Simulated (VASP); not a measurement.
HfB:

```
Hf B
1.0
     0.00000    2.31000    2.31000
     2.31000    0.00000    2.31000
     2.31000    2.31000    0.00000
Hf B
1 1
Direct
  0.50000 0.50000 0.50000
  0.00000 0.00000 0.00000
```

```yaml
Program: VASP 6.6.1
Task: relaxation of cell and atoms
Functional: r2SCAN
Potentials_or_basis: VASP PAW PBE potentials, release 64 (Hf_pv, B)
Cutoff: 600 eV
k_mesh: 10 × 10 × 10
Occupations: fermi-dirac, width 0.05 eV
Spin: no spin polarisation
Hubbard_terms: Hf d U = 1.0 eV
```

At the start: pressure 33.4 GPa; volume 12.33 Å³/atom.

Where does the relaxation end?

Over 15 steps the energy falls by 180.5 meV/atom and the volume is 14.25 Å³/atom (+15.6 %); space group Fm-3m (No. 225, to 0.05 Å).

Step by step:
| step | energy change (eV) | largest force (eV/Å) | pressure (GPa) | volume (Å³) |
| --- | --- | --- | --- | --- |
| 1 | 0.0000 | 0.0000 | 33.43 | 24.65 |
| 2 | 0.2168 | 0.0000 | -24.15 | 35.02 |
| 3 | -0.3603 | 0.0000 | -1.20 | 28.72 |
| 4 | -0.3610 | 0.0000 | -0.18 | 28.55 |
| 5 | -0.3609 | 0.0000 | 0.46 | 28.47 |
| 6 | -0.3610 | 0.0000 | 0.33 | 28.47 |
| 7 | -0.3610 | 0.0000 | 0.34 | 28.48 |
| 8 | -0.3610 | 0.0000 | 0.28 | 28.48 |
| 9 | -0.3610 | 0.0000 | 0.28 | 28.48 |
| 10 | -0.3610 | 0.0000 | 0.28 | 28.48 |
| 11 | -0.3610 | 0.0000 | 0.28 | 28.48 |
| 12 | -0.3610 | 0.0000 | 0.28 | 28.48 |
| 13 | -0.3610 | 0.0000 | 0.27 | 28.49 |
| 14 | -0.3610 | 0.0000 | 0.27 | 28.49 |
| 15 | -0.3610 | 0.0000 | 0.07 | 28.51 |

Final structure:
```
Hf B
1.0
     0.00000    2.42467    2.42467
     2.42467    0.00000    2.42467
     2.42467    2.42467    0.00000
Hf B
1 1
Direct
  0.50000 0.50000 0.50000
  0.00000 0.00000 0.00000
```

Caveat: the volume moved by over 15 % at a fixed basis, so the end points are rough; the PAW data sets were made with another functional, which shifts forces and pressure a little; the volume moved by +16 % from the deposited cell, more than functionals usually miss; U without spin polarisation on a metal has little footing; the U is typed as a test and isn't derived for this compound.
